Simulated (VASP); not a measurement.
Input of a VASP 6.6.1 run:

INCAR

```
  PREC = Accurate
  ENCUT = 520
  EDIFF = 1E-6
  ISMEAR = 0
  SIGMA = 0.1
  LREAL = F
  LASPH = T
  NELM = 60
  ALGO = Normal
  ISIF = 2
  LWAVE = F
  LCHARG = F
  GGA = PE
  NBANDS = 23
```

Contents of KPOINTS:

```
Automatic mesh
0
Gamma
  10 10 6
```

Contents of POSCAR:

```
BaTlH5
1.0
    3.6986121185      0.0000000000      0.0000000000
    0.0000000000      3.6986121185      0.0000000000
    0.0000000000      0.0000000000      6.9903898712
Ba Tl H
1 1 5
Direct
    0.0000000000      0.0000000000      0.0000000000
    0.0000000000      0.0000000000      0.5000000000
    0.5000000000      0.5000000000      0.0000000000
    0.5000000000      0.0000000000      0.3172792944
    0.0000000000      0.5000000000      0.3172792944
    0.5000000000      0.0000000000      0.6827207056
    0.0000000000      0.5000000000      0.6827207056
```

Potentials or basis: VASP PAW PBE potentials, release 64 (Ba_sv, Tl_d, H).

The run is started by

```sh
$ cat potpaw_PBE.64/Ba_sv/POTCAR potpaw_PBE.64/Tl_d/POTCAR potpaw_PBE.64/H/POTCAR > POTCAR
$ mpirun -np 1 vasp_std > vasp.out
```

(1) What does it give for the band gap on the k mesh?

(2) What does it give for the largest force?

Answers

(1) zero (bands 14 and 15 overlap by 1.81 eV).

(2) 0.006 eV/Å.

Caveat: spin-orbit coupling is left out, which moves the levels of the heavy elements.
